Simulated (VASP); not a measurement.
A run of VASP 6.6.1 is set up as follows.

Contents of INCAR:

```
SYSTEM = AlP
ALGO = Normal
EDIFF = 1E-6
ENCUT = 500
GGA = PE
GGA_COMPAT = .FALSE.
ISIF = 2
ISMEAR = 0
LASPH = .TRUE.
LCHARG = .TRUE.
LELF = .TRUE.
LREAL = .FALSE.
LVHAR = .TRUE.
LWAVE = .FALSE.
NBANDS = 11
NELM = 120
PREC = Accurate
SIGMA = 0.01
```

File KPOINTS:

```
k-points
0
G
  6 6 6
  0 0 0
```

File POSCAR:

```
AlP
1.0
    0.0000000000      2.7392572069      2.7392572069
    2.7392572069      0.0000000000      2.7392572069
    2.7392572069      2.7392572069      0.0000000000
Al P
1 1
Direct
    0.0000000000      0.0000000000      0.0000000000
    0.2500000000      0.2500000000      0.2500000000
```

Potentials or basis: VASP PAW PBE potentials, release 64 (Al, P).

Launch:

```sh
$ cat potpaw_PBE.64/Al/POTCAR potpaw_PBE.64/P/POTCAR > POTCAR
$ mpirun -np 1 vasp_std > vasp.out
```

(1) Estimate the pressure.

(2) Estimate the band gap on the k mesh.

Answers

(1) 1.3 GPa.

(2) 1.60 eV, indirect (least direct gap 3.22 eV).
